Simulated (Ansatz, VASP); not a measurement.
**Cu: VASP beside Ansatz**

INCAR

```
  PREC = Accurate
  ENCUT = 520
  EDIFF = 1E-6
  ISMEAR = -1
  SIGMA = 0.05
  LREAL = False
  LASPH = True
  NELM = 100
  ALGO = Normal
  ISIF = 2
  LWAVE = False
  LCHARG = False
  GGA = PE
  NBANDS = 12
```

File KPOINTS:

```
regular mesh
0
Gamma
  18 18 18
```

POSCAR

```
Cu
1.0
    0.0000000000      1.4873149596      1.4873149596
    1.4873149596      0.0000000000      1.4873149596
    1.4873149596      1.4873149596      0.0000000000
Cu
1
Direct
    0.0000000000      0.0000000000      0.0000000000
```

Input for Ansatz:

```yaml
crystal:
  lattice:
    - [0.0, 1.4873149596, 1.4873149596]
    - [1.4873149596, 0.0, 1.4873149596]
    - [1.4873149596, 1.4873149596, 0.0]
  atoms:
    - { symbol: Cu, position: [0.0, 0.0, 0.0] }
kpoints:
  mp_grid: { grid: [18, 18, 18] }
scf:
  occupations: { method: fermi_dirac, width: 0.05 }
hamiltonian:
  xc: pbe
  pseudopotentials: { kind: all_electron, lapw: { basis_error: 0.001 } }
output:
  forces: true
  stress: true
  eigenvalues: true
  populations: true
```

Change from the starting cell: volume scaled by 0.55, LAPW.

Alike in both runs: task single point; functional PBE; k mesh 18 × 18 × 18; occupations fermi-dirac, width 0.05 eV; no spin polarisation.

|  | VASP | Ansatz |
| --- | --- | --- |
| version | VASP 6.6.1 | Ansatz 0.2.0 |
| potentials or method | VASP PAW PBE potentials, release 64 (Cu), cutoff 520 eV | all-electron LAPW, scalar-relativistic |

Ansatz gave:

| Quantity | Value |
| --- | --- |
| pressure (GPa) | 367.9 |

Task: Estimate VASP's values.

Result: Pressure (GPa): 370.8.

Both programs put the cell under a high pressure, so it lies far from rest at this level. Ansatz ran all-electron here, and VASP with PAW potentials.

Noted on VASP's run: the cell as given lies far from equilibrium.
